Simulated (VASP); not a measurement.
A run of VASP 6.6.1 is set up as follows.

File INCAR:

```
SYSTEM = Sn
  PREC = Accurate
  ENCUT = 520
  EDIFF = 1E-7
  ISMEAR = 0
  SIGMA = 0.15
  LREAL = .False.
  LASPH = .True.
  NELM = 60
  ALGO = Fast
  ISIF = 2
  LWAVE = .False.
  LCHARG = .False.
  GGA = PE
  IVDW = 12
  NBANDS = 13
```

Contents of KPOINTS:

```
regular mesh
0
Gamma
  24 24 24
  0 0 0
```

The input POSCAR:

```
Sn
1.0
   -1.7544065426      1.7546136963      2.2325154681
    1.7544065426     -1.7546136963      2.2325154681
    1.7544065426      1.7546136963     -2.2325154681
Sn
1
Direct
    0.0000000000      0.0000000000      0.0000000000
```

Potentials or basis: VASP PAW PBE potentials, release 64 (Sn_d).

Launch:

```sh
$ cat potpaw_PBE.64/Sn_d/POTCAR > POTCAR
$ mpirun -np 1 vasp_std > vasp.out
```

Question: Predict the pressure.

Answer: -1.5 GPa.

Question: Predict the band gap on the k mesh.

Answer: Zero (band 7 reaches 15.50 eV, above the bottom of band 8 at 5.86 eV).

Question: Estimate the dispersion energy per atom.

Answer: -0.381 eV.

Stress tensor (GPa, compression positive):
```
-1.52  0.00  0.00
 0.00 -1.52  0.00
 0.00  0.00 -1.42
```

Caveat: the cell differs from its parent crystal (strain +0.0300 x Voigt [0, 0, 1, 0, 0, 0]); spin-orbit coupling is left out, which moves the levels of the heavy elements; pairwise dispersion overbinds metals, which lowers pressure and volume.
